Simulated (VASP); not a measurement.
# BaBCl3 (Pm-3m) in VASP: single point with PBE

Aim: the single point of BaBCl3 with PBE.

Everything below comes from runs of VASP 6.6.1. Logs are shortened: lines on timing, memory, paths and dates and some standing lists are left out, and cuts for length are marked.

## (1) The cell of the first run

Symmetry: Pm-3m, No. 221, cubic system. The conventional cell has a = 5.046 Å, b = 5.046 Å, c = 5.046 Å, α = 90.00°, β = 90.00°, γ = 90.00°. Within 3.3 Å of Ba (site symmetry m-3m) lie 6 Cl at 2.52 Å. B (site symmetry m-3m) has 12 Cl at 3.57 Å and 8 Ba at 4.37 Å within 4.7 Å. Within 3.3 Å of Cl (site symmetry 4/mmm) lie 2 Ba at 2.52 Å.

## (2) Single point, PBE

Input file INCAR:

```
ALGO = Normal
EDIFF = 1E-6
ENCUT = 520
GGA = PE
ISIF = 2
ISMEAR = 0
LASPH = True
LCHARG = False
LREAL = False
LWAVE = False
NBANDS = 25
NELM = 60
PREC = Accurate
SIGMA = 0.1
```

Input file KPOINTS:

```
k-points
0
Gamma
  4 4 4
```

Input file POSCAR:

```
BaBCl3
1.0
    5.0461513800      0.0000000000      0.0000000000
    0.0000000000      5.0461513800      0.0000000000
    0.0000000000      0.0000000000      5.0461513800
Ba B Cl
1 1 3
Direct
    0.0000000000      0.0000000000      0.0000000000
    0.5000000000      0.5000000000      0.5000000000
    0.5000000000      0.0000000000      0.0000000000
    0.0000000000      0.5000000000      0.0000000000
    0.0000000000      0.0000000000      0.5000000000
```

Potentials or basis: VASP PAW PBE potentials, release 64 (Ba_sv, B, Cl).

Launch:

```console
$ cat potpaw_PBE.64/Ba_sv/POTCAR potpaw_PBE.64/B/POTCAR potpaw_PBE.64/Cl/POTCAR > POTCAR
$ mpirun -np 1 vasp_std > vasp.out
```

OUTCAR:

```text
EDIFF = 1E-6
   ENCUT = 520
   GGA = PE
   ISIF = 2
   ISMEAR = 0
   LASPH = True
   LREAL = False
   NELM = 60
   PREC = Accurate

 ion  position               nearest neighbor table
   1  0.000  0.000  0.000-   3 2.52   4 2.52   5 2.52   5 2.52   4 2.52   3 2.52
   2  0.500  0.500  0.500-
   3  0.500  0.000  0.000-   1 2.52   1 2.52
   4  0.000  0.500  0.000-   1 2.52   1 2.52
   5  0.000  0.000  0.500-   1 2.52   1 2.52

  LATTYP: Found a simple cubic cell.
 ALAT       =     5.0461513800

  Lattice vectors:

 A1 = (   5.0461513800,   0.0000000000,   0.0000000000)
 A2 = (   0.0000000000,   5.0461513800,   0.0000000000)
 A3 = (   0.0000000000,   0.0000000000,   5.0461513800)

Analysis of symmetry for initial positions (statically):
=====================================================================
 Subroutine PRICEL returns:
 Original cell was already a primitive cell.

 Routine SETGRP: Setting up the symmetry group for a
 simple cubic supercell.

 Subroutine GETGRP returns: Found 48 space group operations
 (whereof 48 operations were pure point group operations)
 out of a pool of 48 trial point group operations.

The static configuration has the point symmetry O_h .

Analysis of symmetry for dynamics (positions and initial velocities):
=====================================================================
 Subroutine PRICEL returns:
 Original cell was already a primitive cell.

 Routine SETGRP: Setting up the symmetry group for a
 simple cubic supercell.

 Subroutine GETGRP returns: Found 48 space group operations
 (whereof 48 operations were pure point group operations)
 out of a pool of 48 trial point group operations.

The dynamic configuration has the point symmetry O_h .

 Subroutine INISYM returns: Found 48 space group operations
 (whereof 48 operations are pure point group operations),
 and found     1 'primitive' translations

----------------------------------------------------------------------------------------

                                     Primitive cell

  volume of cell :     128.4934

[... 73 lines left out ...]
   ISPIN  =      1    spin polarized calculation?
   LNONCOLLINEAR =      F non collinear calculations
   LSORBIT =      F    spin-orbit coupling
   LASPH  =      T    aspherical Exc in radial PAW
   ENCUT  =  520.0 eV  38.22 Ry    6.18 a.u.   9.38  9.38  9.38*2*pi/ulx,y,z
   NELM   =     60;   NELMIN=  2; NELMDL= -5     # of ELM steps
   EDIFF  = 0.1E-05   stopping-criterion for ELM
   LREAL  =      F    real-space projection
   EDIFFG = 0.1E-04   stopping-criterion for IOM
   NSW    =      0    number of steps for IOM
   IBRION =     -1    ionic relax: 0-MD 1-quasi-New 2-CG
   NFREE  =      0    steps in history (QN), initial steepest desc. (CG)
   ISIF   =      2    stress and relaxation
   ISYM   =      2    0-nonsym 1-usesym 2-fastsym
   POTIM  = 0.5000    time-step for ionic-motion
   TEBEG  =    0.0;   TEEND  =   0.0 temperature during run
   PSTRESS=    0.0 pullay stress
   NELECT =      34.0000    total number of electrons
   NUPDOWN=      -1.0000    fix difference up-down
   EMIN   =  10.00;   EMAX   =-10.00  energy-range for DOS
   EFERMI =   0.00;   METHOD = LEGACY
   ISMEAR =     0;   SIGMA  =   0.10  broadening in eV -4-tet -1-fermi 0-gaus
   EFERMI_NEDOS =   21; number of points for ismear=-14 and -15
   IALGO  =     38    algorithm
   IMIX   =      4    mixing-type and parameters
     AMIX     =   0.40;   BMIX     =  1.00
     AMIX_MAG =   1.60;   BMIX_MAG =  1.00
  volume/ion in A,a.u.               =      25.70       173.42
  Fermi-wavevector in a.u.,A,eV,Ry     =   1.051012  1.986124 15.029342  1.104625
  Thomas-Fermi vector in A             =   2.186038
   LORBIT       =      0    0 simple, 1 ext, 2 COOP (PROOUT), +10 PAW based schemes
   GGA     = PE    functional components
   LHFCALC =     F    Hartree Fock is set to
   AEXX    =    0.0000 exact exchange contribution
   IVDW    =     0    specifies the selected vdW correction
   LEPSILON=     F    determine dielectric tensor
   LRPA    =     F    only Hartree local field effects (RPA)
 non-spin polarized calculation
 Gauss-broadening in eV      SIGMA  =   0.10
  energy-cutoff  :      520.00
  volume of cell :      128.49
 maximum number of plane-waves:      3468
 NGX is ok and might be reduce to    40
   NGX = 19   NGY = 19   NGZ = 19

 number of electron      34.0000000 magnetization

 Free energy of the ion-electron system (eV)
  ---------------------------------------------------
  ext. energy  EPLUGINS =         0.00000000
  ---------------------------------------------------
  free energy    TOTEN  =       -11.04611946 eV

  energy without entropy =      -11.01837007  energy(sigma->0) =      -11.03224477

 E-fermi :   1.6658     XC(G=0):  -8.4533

 val. band max:        1.6112261146   @ k =   0.5000   0.0000   0.0000
 cond. band min:       1.7040995259   @ k =   0.2500   0.2500   0.2500
 fundamental gap:      0.0928734113
 Fermi energy:         1.6657837882

 k-point     1 :       0.0000    0.0000    0.0000
  band No.  band energies     occupation
      1     -23.5028      2.00000
      2     -13.1374      2.00000
      3     -13.1374      2.00000
      4     -12.8548      2.00000
      5     -10.0474      2.00000
      6     -10.0474      2.00000
[... 269 lines left out ...]
     24       9.5589      0.00000
     25      10.5612      0.00000

------------------------ aborting loop because EDIFF is reached ----------------------------------------

  FORCE on cell =-STRESS in cart. coord.  units (eV):
  Direction    XX          YY          ZZ          XY          YZ          ZX
  --------------------------------------------------------------------------------------
  -------------------------------------------------------------------------------------
  Total       22.3439658     22.3439658     22.3439658     -0.0000000     -0.0000000      0.0000000
  in kB      278.6057119    278.6057119    278.6057119     -0.0000000     -0.0000000      0.0000000
  external PRESSURE =     278.6057119 kB  Pullay stress =       0.0000000 kB

 VOLUME and BASIS-vectors are now :
 -----------------------------------------------------------------------------
  energy-cutoff  :      520.00
  volume of cell :      128.49
      direct lattice vectors                 reciprocal lattice vectors
     5.046151380  0.000000000  0.000000000     0.198170829  0.000000000  0.000000000
     0.000000000  5.046151380  0.000000000     0.000000000  0.198170829  0.000000000
     0.000000000  0.000000000  5.046151380     0.000000000  0.000000000  0.198170829

 POSITION                                       TOTAL-FORCE (eV/Angst)
 -----------------------------------------------------------------------------------
      0.00000      0.00000      0.00000         0.000000      0.000000      0.000000
      2.52308      2.52308      2.52308         0.000000      0.000000      0.000000
      2.52308      0.00000      0.00000         0.000000      0.000000      0.000000
      0.00000      2.52308      0.00000         0.000000      0.000000      0.000000
      0.00000      0.00000      2.52308         0.000000      0.000000      0.000000
 -----------------------------------------------------------------------------------
    total drift:                                0.000000      0.000000     -0.000000

  FREE ENERGIE OF THE ION-ELECTRON SYSTEM (eV)
  ---------------------------------------------------
  free  energy   TOTEN  =       -11.0461194559 eV

  energy  without entropy=      -11.0183700743  energy(sigma->0) =      -11.03224477
```

stdout:

```text
POSCAR found type information on POSCAR BaB Cl
 POSCAR found :  3 types and       5 ions
 scaLAPACK will be used
 LDA part: xc-table for (Slater+PW92), standard interpolation
 POSCAR, INCAR and KPOINTS ok, starting setup
 FFT: planning ... GRIDC
 FFT: planning ... GRID_SOFT
 FFT: planning ... GRID
 WAVECAR not read
 entering main loop
```

Wall time 48 s (1 thread of Intel Xeon Platinum 8259CL at 2.50GHz (Skylake/Cascade Lake), shared host); peak memory 0.25 GiB.

Results:

| Quantity | Value |
| --- | --- |
| Free energy | -11.0461 eV |
| Pressure | 27.9 GPa |

Caveat: spin-orbit coupling is left out, which moves the levels of the heavy elements.
